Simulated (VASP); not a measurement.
**Cu: single point with PBEsol**

Crystal: Cu.

```xyz
2
Lattice="1.8530 1.8530 0.0000 -1.8530 1.8530 0.0000 0.0000 0.0000 3.3517" Properties=species:S:1:pos:R:3 pbc="T T T"
Cu    0.0000    0.0000    0.0000
Cu    0.0000    1.8530    1.6758
```

This cell differs from its parent crystal: biaxial strain in the a-b plane: +4.0 %, then relaxed in part.

```json
{"Program": "VASP 6.6.1", "Task": "single point", "Functional": "PBEsol", "Potentials or basis": "VASP PAW PBE potentials, release 64 (Cu)", "Cutoff": "520 eV", "k mesh": "20 × 20 × 14", "Occupations": "gaussian, width 0.1 eV", "Spin": "no spin polarisation"}
```

```yaml
Pressure: -1.3 GPa
Band_gap_on_the_k_mesh: zero (bands 11 and 12 overlap by 8.35 eV)
```

Stress tensor (GPa, compression positive):
```
-2.61  0.00  0.00
 0.00 -2.61  0.00
 0.00  0.00  1.17
```

Levels at points of the mesh, in eV from the Fermi level:
```
           k point  band 8  band 9  band 10  band 11  band 12  band 13  band 14  band 15
(0.00, 0.00, 0.00)   -2.08   -1.70    -1.52    -1.52     3.00     9.11    11.64    11.64
(0.50, 0.00, 0.00)   -2.69   -2.37    -2.37    -0.64    -0.64    10.88    10.88    12.52
(0.50, 0.50, 0.00)   -1.71   -1.42    -1.42     0.71     0.71     6.38     6.38    14.09
(0.00, 0.00, 0.50)   -2.58   -2.43    -2.43    -2.13    -2.13    16.37    16.37    16.37
(0.50, 0.00, 0.50)   -1.80   -1.58    -1.58    -1.11    -1.11     3.89     3.89    20.22
(0.50, 0.50, 0.50)   -2.26   -1.70    -1.70     6.22     6.22     6.22     6.22     7.81
```

Wall time 76 s on 1 thread of Intel(R) Xeon(R) 6975P-C (Granite Rapids) (shared host), peak memory 0.28 GiB.

Caveat: the cell differs from its parent crystal (biaxial strain in the a-b plane: +4.0 %, then relaxed in part); the PAW data sets were made with another functional, which shifts forces and pressure a little.
